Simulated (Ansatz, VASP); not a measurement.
**One calculation of PbS, two programs**

File POSCAR:

```
PbS
1.0
    0.0000000000      3.0045317637      3.0045317637
    3.0045317637      0.0000000000      3.0045317637
    3.0045317637      3.0045317637      0.0000000000
Pb S
1 1
Direct
    0.5000000000      0.5000000000      0.5000000000
    0.0000000000      0.0000000000      0.0000000000
```

The input INCAR.step1:

```
SYSTEM = PbS
PREC = Accurate ; ENCUT = 520
ISMEAR = 0 ; SIGMA = 0.05
LREAL = .False. ; LASPH = .True.
NELM = 60 ; NBANDS = 17
GGA = PE ; ALGO = Normal
EDIFF = 1E-4 ; LWAVE = .True.
LCHARG = .False.
```

File INCAR.step2:

```
SYSTEM = PbS
PREC = Accurate ; ENCUT = 520
EDIFF = 1E-6 ; ISMEAR = 0
SIGMA = 0.05 ; LREAL = .False.
LASPH = .True. ; NELM = 60
ALGO = Normal ; ISIF = 2
LWAVE = .False. ; LCHARG = .False.
METAGGA = R2SCAN ; LMIXTAU = .True.
NBANDS = 17 ; ISTART = 1
```

KPOINTS

```
Automatic mesh
0
Gamma
  10 10 10
  0 0 0
```

Input for Ansatz:

```yaml
crystal:
  lattice:
    - [0.0, 3.0045317637, 3.0045317637]
    - [3.0045317637, 0.0, 3.0045317637]
    - [3.0045317637, 3.0045317637, 0.0]
  atoms:
    - { symbol: Pb, position: [0.5, 0.5, 0.5] }
    - { symbol: S, position: [0.0, 0.0, 0.0] }
basis:
  ecutwfc: 500
  ecutrho_ratio: 4
kpoints:
  mp_grid: { grid: [10, 10, 10] }
hamiltonian:
  xc: r2scan
scf:
  occupations: { method: gaussian, width: 0.05 }
output:
  forces: true
  stress: true
  eigenvalues: true
  populations: true
  write_density: true
  write_potential: true
  elf: true
  volumetric_format: npy
```

Alike in both runs: task single point; functional r2SCAN; k mesh 10 × 10 × 10; occupations gaussian, width 0.05 eV; no spin polarisation.

|  | VASP | Ansatz |
| --- | --- | --- |
| version | VASP 6.6.1 | Ansatz 0.2.0 |
| potentials or method | VASP PAW PBE potentials, release 64 (Pb_d, S), cutoff 520 eV | scalar-relativistic, plane waves, PAW |
| valence electrons in the cell | 20 | 20 |

|  | VASP | Ansatz | Ansatz less VASP |
| --- | --- | --- | --- |
| gap on the k mesh at the Fermi level (eV) | 0.76 | 0.75 | -0.009 |
| least direct gap on the mesh (eV) | 0.76 | 0.75 | -0.009 |
| pressure (GPa) | -1.0 | -1.0 | +0.02 |

VASP's potentials were made for PBE, not for r2SCAN. The functional is the same, so the differences come from potentials, cutoffs and numerics.

Spin-orbit coupling is off throughout.
